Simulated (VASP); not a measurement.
# Mg2C (Fm-3m) in VASP: single point with PBE-based global hybrid with 40 % exact exchange

Aim: the single point of Mg2C with PBE-based global hybrid with 40 % exact exchange.

Program: VASP 6.6.1. These are calculated values, not measurements. Logs are shortened: lines on timing, memory, paths and dates and some standing lists are left out, and cuts for length are marked.

## 1. The cell of the first run

Symmetry: Fm-3m, No. 225, cubic system. Conventional cell: a = 5.422 Å, b = 5.422 Å, c = 5.422 Å, α = 90.00°, β = 90.00°, γ = 90.00°. Within 3.1 Å of C (site symmetry m-3m) lie 8 Mg at 2.35 Å. Mg (site symmetry -43m) has 4 C at 2.35 Å and 6 Mg at 2.71 Å within 3.1 Å.

## 2. Single point, PBE-based global hybrid with 40 % exact exchange

File POSCAR:

```
Mg2C
1.0
    0.0000000000      2.7109426181      2.7109426181
    2.7109426181      0.0000000000      2.7109426181
    2.7109426181      2.7109426181      0.0000000000
C Mg
1 2
Direct
    0.0000000000      0.0000000000      0.0000000000
    0.2500000000      0.2500000000      0.2500000000
    0.7500000000      0.7500000000      0.7500000000
```

File INCAR.step1:

```
SYSTEM = Mg2C
PREC = Accurate ; ENCUT = 620
EDIFF = 1E-5 ; ISMEAR = 0
SIGMA = 0.01 ; LREAL = .FALSE.
LASPH = .TRUE. ; NELM = 120
ALGO = Normal ; ISIF = 2
LWAVE = .TRUE. ; GGA = PE
NBANDS = 19 ; GGA_COMPAT = .FALSE.
```

File INCAR.step2:

```
SYSTEM = Mg2C
PREC = Accurate ; ENCUT = 620
EDIFF = 1E-6 ; ISMEAR = 0
SIGMA = 0.01 ; LREAL = .FALSE.
LASPH = .TRUE. ; NELM = 120
ALGO = Normal ; ISIF = 2
LWAVE = .FALSE. ; LCHARG = .TRUE.
GGA = PE ; LHFCALC = .TRUE.
AEXX = 0.4 ; PRECFOCK = Normal
LELF = .TRUE. ; LVHAR = .TRUE.
ISTART = 1 ; NBANDS = 19
GGA_COMPAT = .FALSE.
```

File KPOINTS:

```
Automatic mesh
0
G
  4 4 4
  0 0 0
```

Potentials or basis: VASP PAW PBE potentials, release 64 (C, Mg_sv).

Run with:

```bash
$ cat potpaw_PBE.64/C/POTCAR potpaw_PBE.64/Mg_sv/POTCAR > POTCAR
$ cp INCAR.step1 INCAR
$ mpirun -np 1 vasp_std > vasp.out
$ cp INCAR.step2 INCAR
$ mpirun -np 1 vasp_std > vasp.out
```

OUTCAR:

```text
SYSTEM = Mg2C
   PREC = Accurate
   ENCUT = 620
   EDIFF = 1E-6
   ISMEAR = 0
   LREAL = .FALSE.
   LASPH = .TRUE.
   NELM = 120
   ISIF = 2
   GGA = PE
   LHFCALC = .TRUE.
   AEXX = 0.4
   PRECFOCK = Normal
   ISTART = 1

 ion  position               nearest neighbor table
   1  0.000  0.000  0.000-
   2  0.250  0.250  0.250-
   3  0.750  0.750  0.750-

  LATTYP: Found a face centered cubic cell.
 ALAT       =     5.4218852362

  Lattice vectors:

 A1 = (   0.0000000000,   2.7109426181,   2.7109426181)
 A2 = (   2.7109426181,   0.0000000000,   2.7109426181)
 A3 = (   2.7109426181,   2.7109426181,   0.0000000000)

Analysis of symmetry for initial positions (statically):
=====================================================================
 Subroutine PRICEL returns:
 Original cell was already a primitive cell.

 Routine SETGRP: Setting up the symmetry group for a
 face centered cubic supercell.

 Subroutine GETGRP returns: Found 48 space group operations
 (whereof 48 operations were pure point group operations)
 out of a pool of 48 trial point group operations.

The static configuration has the point symmetry O_h .

Analysis of symmetry for dynamics (positions and initial velocities):
=====================================================================
 Subroutine PRICEL returns:
 Original cell was already a primitive cell.

 Routine SETGRP: Setting up the symmetry group for a
 face centered cubic supercell.

 Subroutine GETGRP returns: Found 48 space group operations
 (whereof 48 operations were pure point group operations)
 out of a pool of 48 trial point group operations.

The dynamic configuration has the point symmetry O_h .

 Subroutine INISYM returns: Found 48 space group operations
 (whereof 48 operations are pure point group operations),
 and found     1 'primitive' translations

----------------------------------------------------------------------------------------

                                     Primitive cell

  volume of cell :      39.8466

  direct lattice vectors                    reciprocal lattice vectors
     0.000000000  2.710942618  2.710942618    -0.184437692  0.184437692  0.184437692
     2.710942618  0.000000000  2.710942618     0.184437692 -0.184437692  0.184437692
     2.710942618  2.710942618  0.000000000     0.184437692  0.184437692 -0.184437692

  length of vectors
     3.833851817  3.833851817  3.833851817     0.319455454  0.319455454  0.319455454

  position of ions in fractional coordinates (direct lattice)
     0.000000000  0.000000000  0.000000000
     0.250000000  0.250000000  0.250000000
     0.750000000  0.750000000  0.750000000

  ion indices of the primitive-cell ions
   primitive index   ion index
                 1           1
                 2           2
                 3           3

----------------------------------------------------------------------------------------

 KPOINTS: Automatic mesh

Automatic generation of k-mesh.
 Grid dimensions read from file:
 generate k-points for:    4    4    4

 Generating k-lattice:

  Cartesian coordinates                     Fractional coordinates (reciprocal lattice)
    -0.046109423  0.046109423  0.046109423     0.250000000  0.000000000  0.000000000
     0.046109423 -0.046109423  0.046109423     0.000000000  0.250000000  0.000000000
     0.046109423  0.046109423 -0.046109423     0.000000000  0.000000000  0.250000000

  Length of vectors
     0.079863863  0.079863863  0.079863863

  Shift w.r.t. Gamma in fractional coordinates (k-lattice)
     0.000000000  0.000000000  0.000000000

 Subroutine IBZKPT returns following result:
 ===========================================

 Found      8 irreducible k-points:

 Following reciprocal coordinates:
            Coordinates               Weight
  0.000000  0.000000  0.000000      1.000000
  0.250000  0.000000  0.000000      8.000000
  0.500000  0.000000  0.000000      4.000000
  0.250000  0.250000  0.000000      6.000000
  0.500000  0.250000  0.000000     24.000000
 -0.250000  0.250000  0.000000     12.000000
  0.500000  0.500000  0.000000      3.000000
 -0.250000  0.500000  0.250000      6.000000
   k-points           NKPTS =      8   k-points in BZ     NKDIM =     64   number of bands    NBANDS=     19
   number of dos      NEDOS =    301   number of ions     NIONS =      3
   total plane-waves  NPLWV =  32768
   dimension x,y,z NGX =    32 NGY =   32 NGZ =   32
   dimension x,y,z NGXF=    64 NGYF=   64 NGZF=   64
   ions per type =               1   2
   NGX,Y,Z   is equivalent  to a cutoff of  13.88, 13.88, 13.88 a.u.
   NGXF,Y,Z  is equivalent  to a cutoff of  27.75, 27.75, 27.75 a.u.
 SYSTEM =  Mg2C
   PREC   = accura    normal or accurate (medium, high low for compatibility)
   ISTART =      1    job   : 0-new  1-cont  2-samecut
   ICHARG =      0    charge: 1-file 2-atom 10-const
   ISPIN  =      1    spin polarized calculation?
   LNONCOLLINEAR =      F non collinear calculations
   LSORBIT =      F    spin-orbit coupling
   LASPH  =      T    aspherical Exc in radial PAW
   ENCUT  =  620.0 eV  45.57 Ry    6.75 a.u.   7.78  7.78  7.78*2*pi/ulx,y,z
   NELM   =    120;   NELMIN=  2; NELMDL=  0     # of ELM steps
   EDIFF  = 0.1E-05   stopping-criterion for ELM
   LREAL  =      F    real-space projection
   EDIFFG = 0.1E-04   stopping-criterion for IOM
   NSW    =      0    number of steps for IOM
   IBRION =     -1    ionic relax: 0-MD 1-quasi-New 2-CG
   NFREE  =      0    steps in history (QN), initial steepest desc. (CG)
   ISIF   =      2    stress and relaxation
   ISYM   =      3    0-nonsym 1-usesym 2-fastsym
   POTIM  = 0.5000    time-step for ionic-motion
   TEBEG  =    0.0;   TEEND  =   0.0 temperature during run
   PSTRESS=    0.0 pullay stress
   NELECT =      24.0000    total number of electrons
   NUPDOWN=      -1.0000    fix difference up-down
   EMIN   =  10.00;   EMAX   =-10.00  energy-range for DOS
   EFERMI =   0.00;   METHOD = LEGACY
   ISMEAR =     0;   SIGMA  =   0.01  broadening in eV -4-tet -1-fermi 0-gaus
   EFERMI_NEDOS =   21; number of points for ismear=-14 and -15
   IALGO  =     38    algorithm
   IMIX   =      1    mixing-type and parameters
     AMIX     =   0.40;   BMIX     =  1.00
     AMIX_MAG =   1.60;   BMIX_MAG =  1.00
  volume/ion in A,a.u.               =      13.28        89.63
  Fermi-wavevector in a.u.,A,eV,Ry     =   1.382552  2.612645 26.006870  1.911451
  Thomas-Fermi vector in A             =   2.507233
   LORBIT       =      0    0 simple, 1 ext, 2 COOP (PROOUT), +10 PAW based schemes
   GGA     = PE    functional components
   LHFCALC =     T    Hartree Fock is set to
   PRECFOCK=normal    Normal, Fast or Accurate (Low or Medium for compatibility)
   ENCUT4O =  -1.0   cutoff for four orbital integrals eV
   NKREDX  =     1    reduce k-point grid by
   NKREDY  =     1    reduce k-point grid by
   NKREDZ  =     1    reduce k-point grid by
   AEXX    =    0.4000 exact exchange contribution
   HFSCREEN=    0.0000 screening length (either q_TF or 0.3 A-1)
   HFSCREENC=   0.0000 screening length for correlation (either q_TF or 0.3 A-1)
   ENCUTFOCK=  -1.0 apply spherical cutoff to Coloumb kernel
   IVDW    =     0    specifies the selected vdW correction
   LEPSILON=     F    determine dielectric tensor
   LRPA    =     F    only Hartree local field effects (RPA)
 non-spin polarized calculation
 Gauss-broadening in eV      SIGMA  =   0.01
  energy-cutoff  :      620.00
  volume of cell :       39.85
 maximum number of plane-waves:      1411
  NGX = 24; NGY = 24; NGZ = 24

 number of electron      23.9999997 magnetization

 Free energy of the ion-electron system (eV)
  ---------------------------------------------------
  ext. energy  EPLUGINS =         0.00000000
  ---------------------------------------------------
  free energy    TOTEN  =       -14.89465599 eV

  energy without entropy =      -14.89465599  energy(sigma->0) =      -14.89465599

 E-fermi :   2.1760     XC(G=0):  -6.7342

 val. band max:        2.0290325404   @ k =   0.0000   0.0000   0.0000
 cond. band min:       5.0248597449   @ k =   0.5000   0.5000   0.0000
 fundamental gap:      2.9958272045
 Fermi energy:         2.1760417397

 k-point     1 :       0.0000    0.0000    0.0000
  band No.  band energies     occupation
      1     -80.6010      2.00000
      2     -80.5743      2.00000
      3     -44.4040      2.00000
      4     -44.4040      2.00000
      5     -44.4040      2.00000
      6     -44.3336      2.00000
[... 11 lines left out ...]
     18      14.8143      0.00000
     19      15.9612      0.00000

 k-point     2 :       0.2500    0.0000    0.0000
  band No.  band energies     occupation
      1     -80.5969      2.00000
      2     -80.5780      2.00000
      3     -44.3973      2.00000
      4     -44.3945      2.00000
      5     -44.3945      2.00000
      6     -44.3469      2.00000
[... 11 lines left out ...]
     18      13.9809      0.00000
     19      15.3694      0.00000

 k-point     3 :       0.5000    0.0000    0.0000
  band No.  band energies     occupation
      1     -80.5873      2.00000
      2     -80.5872      2.00000
      3     -44.3768      2.00000
      4     -44.3747      2.00000
      5     -44.3709      2.00000
      6     -44.3709      2.00000
[... 11 lines left out ...]
     18      17.1307      0.00000
     19      17.1307      0.00000

 k-point     4 :       0.2500    0.2500    0.0000
  band No.  band energies     occupation
      1     -80.5963      2.00000
      2     -80.5784      2.00000
      3     -44.4115      2.00000
      4     -44.4115      2.00000
      5     -44.3834      2.00000
      6     -44.3605      2.00000
[... 11 lines left out ...]
     18      16.1105      0.00000
     19      18.3746      0.00000

 k-point     5 :       0.5000    0.2500    0.0000
  band No.  band energies     occupation
      1     -80.5904      2.00000
      2     -80.5840      2.00000
      3     -44.4150      2.00000
      4     -44.4060      2.00000
      5     -44.4043      2.00000
      6     -44.3397      2.00000
[... 11 lines left out ...]
     18      17.2641      0.00000
     19      19.3933      0.00000

 k-point     6 :      -0.2500    0.2500    0.0000
  band No.  band energies     occupation
      1     -80.5917      2.00000
      2     -80.5827      2.00000
      3     -44.4188      2.00000
      4     -44.3795      2.00000
      5     -44.3760      2.00000
      6     -44.3681      2.00000
[... 11 lines left out ...]
     18      16.5439      0.00000
     19      18.9416      0.00000

 k-point     7 :       0.5000    0.5000    0.0000
  band No.  band energies     occupation
      1     -80.5917      2.00000
      2     -80.5825      2.00000
      3     -44.4337      2.00000
      4     -44.4187      2.00000
      5     -44.4187      2.00000
      6     -44.3248      2.00000
[... 11 lines left out ...]
     18      18.8553      0.00000
     19      19.4500      0.00000

 k-point     8 :      -0.2500    0.5000    0.2500
  band No.  band energies     occupation
      1     -80.5871      2.00000
      2     -80.5871      2.00000
      3     -44.4270      2.00000
      4     -44.4254      2.00000
      5     -44.3719      2.00000
      6     -44.3719      2.00000
[... 11 lines left out ...]
     18      15.9026      0.00000
     19      20.8104      0.00000

------------------------ aborting loop because EDIFF is reached ----------------------------------------

  FORCE on cell =-STRESS in cart. coord.  units (eV):
  Direction    XX          YY          ZZ          XY          YZ          ZX
  --------------------------------------------------------------------------------------
  -------------------------------------------------------------------------------------
  Total       -0.5526058     -0.5526058     -0.5526058      0.0000000      0.0000000     -0.0000000
  in kB      -22.2195409    -22.2195409    -22.2195409      0.0000000      0.0000000     -0.0000000
  external PRESSURE =     -22.2195409 kB  Pullay stress =       0.0000000 kB

 VOLUME and BASIS-vectors are now :
 -----------------------------------------------------------------------------
  energy-cutoff  :      620.00
  volume of cell :       39.85
      direct lattice vectors                 reciprocal lattice vectors
     0.000000000  2.710942618  2.710942618    -0.184437692  0.184437692  0.184437692
     2.710942618  0.000000000  2.710942618     0.184437692 -0.184437692  0.184437692
     2.710942618  2.710942618  0.000000000     0.184437692  0.184437692 -0.184437692

 POSITION                                       TOTAL-FORCE (eV/Angst)
 -----------------------------------------------------------------------------------
      0.00000      0.00000      0.00000        -0.000000     -0.000000     -0.000000
      1.35547      1.35547      1.35547         0.000000      0.000000      0.000000
      4.06641      4.06641      4.06641        -0.000000     -0.000000     -0.000000
 -----------------------------------------------------------------------------------
    total drift:                                0.000000     -0.000000      0.000000

  FREE ENERGIE OF THE ION-ELECTRON SYSTEM (eV)
  ---------------------------------------------------
  free  energy   TOTEN  =       -14.8946559906 eV

  energy  without entropy=      -14.8946559906  energy(sigma->0) =      -14.89465599
```

Wall time 3.9 min (1 thread of Intel Xeon 6975P-C (Granite Rapids), shared host); peak memory 0.18 GiB.

What came out:

| Quantity | Value |
| --- | --- |
| Free energy | -14.8947 eV |
| Pressure | -2.2 GPa |
| Band gap on the k mesh | 3.00 eV (least direct gap 4.08 eV) |

Caveat: the k points lie up to 0.50 Å⁻¹ apart; the structure was generated, so it needn't be the stable form of Mg2C; the PAW data sets were made with another functional, which shifts forces and pressure a little.
